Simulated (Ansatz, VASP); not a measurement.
Given: the input of a run of Ansatz 0.2.0 on MnO.

The input input.yaml:

```yaml
crystal:
  lattice:
    - [0.0, 2.2239077028, 2.2239077028]
    - [2.2239077028, 0.0, 2.2239077028]
    - [2.2239077028, 2.2239077028, 0.0]
  atoms:
    - { symbol: Mn, position: [0.0, 0.0, 0.0], spin: 4.0 }
    - { symbol: O, position: [0.5, 0.5, 0.5] }
hamiltonian:
  xc: pbe
  pseudopotentials: { kind: paw }
magnetization:
  spin_polarized: true
kpoints:
  mp_grid: { grid: [10, 10, 10] }
scf:
  occupations: { method: gaussian, width: 0.022 }
output:
  forces: true
  stress: true
  eigenvalues: true
```

Potentials or basis: Ansatz PAW.

Run with:

```bash
$ ansatz run input.yaml --threads 2 --pin off --max-ram 5632MiB --backend cpu --events-out ev --progress --plain --runs-dir out
```

Q: Set up the same calculation for VASP 6.6.1. Potentials there: VASP PAW PBE potentials, release 64 (Mn_pv, O).

A: As run (the cutoff follows the program's own potentials):

File INCAR:

```
SYSTEM = MnO
PREC = Accurate
ENCUT = 520
EDIFF = 1E-7
ISMEAR = 0
SIGMA = 0.022
LREAL = .FALSE.
LASPH = .TRUE.
NELM = 150
ALGO = Normal
ISIF = 2
LWAVE = .FALSE.
LCHARG = .FALSE.
ISPIN = 2
MAGMOM = 4 0
LORBIT = 11
LMAXMIX = 4
GGA = PE
NBANDS = 20
```

File KPOINTS:

```
Automatic mesh
0
G
  10 10 10
  0 0 0
```

POSCAR

```
MnO
1.0
    0.0000000000      2.2239077028      2.2239077028
    2.2239077028      0.0000000000      2.2239077028
    2.2239077028      2.2239077028      0.0000000000
Mn O
1 1
Direct
    0.0000000000      0.0000000000      0.0000000000
    0.5000000000      0.5000000000      0.5000000000
```

Potentials or basis: VASP PAW PBE potentials, release 64 (Mn_pv, O).

Run with:

```bash
$ cat potpaw_PBE.64/Mn_pv/POTCAR potpaw_PBE.64/O/POTCAR > POTCAR
$ mpirun -np 1 vasp_std > vasp.out
```

Both were run:

|  | VASP | Ansatz | Ansatz less VASP |
| --- | --- | --- | --- |
| gap on the k mesh at the Fermi level (eV) | none | none | - |
| pressure (GPa) | 0.4 | 0.2 | -0.17 |
| net moment per atom (μB) | 2.40 | 2.40 | 0.000 |
| size of the moment on the site where the two differ most (μB) | 4.36 | 4.07 | -0.285 |

Site moments also hang on the region over which each program counts them. A gap of «none» marks a metal or a gap that the smearing closes. VASP's potentials hold 19 valence electrons a cell and Ansatz's 21, so a difference there can come from the potentials and not from the codes.
